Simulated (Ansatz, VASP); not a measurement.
## Ga3Se in VASP and in Ansatz

```
Ga Se
1.0
     4.40843    0.00000    0.00000
     0.00000    4.40843    0.00000
     0.00000    0.00000    4.40843
Ga Se
3 1
Direct
  0.00000 0.50000 0.50000
  0.50000 0.00000 0.50000
  0.50000 0.50000 0.00000
  0.00000 0.00000 0.00000
```

Alike in both runs: functional PBE; k mesh 10 × 10 × 10; occupations gaussian, width 0.1 eV; no spin polarisation.

Ansatz relaxed the structure, and its values are those at the end. VASP's run is a single point on that final structure, the one shown.

|  | VASP | Ansatz |
| --- | --- | --- |
| version | VASP 6.6.1 | Ansatz 0.2.0 |
| potentials or method | VASP PAW PBE potentials, release 64 (Ga_d, Se), cutoff 520 eV | scalar-relativistic, plane waves, PAW |
| valence electrons in the cell | 45 | 55 |

VASP gave:

* gap on the k mesh at the Fermi level (eV): none
* pressure (GPa): 0.2

Question: What did Ansatz give for the same quantities?

Answer: gap on the k mesh at the Fermi level (eV): none; pressure (GPa): 0.0.

A gap of «none» marks a metal or a gap that the smearing closes. With one functional, cell and mesh, what is left measures potentials, basis and numerics. VASP's potentials hold 45 valence electrons a cell and Ansatz's 55, so a difference there can come from the potentials and not from the codes.
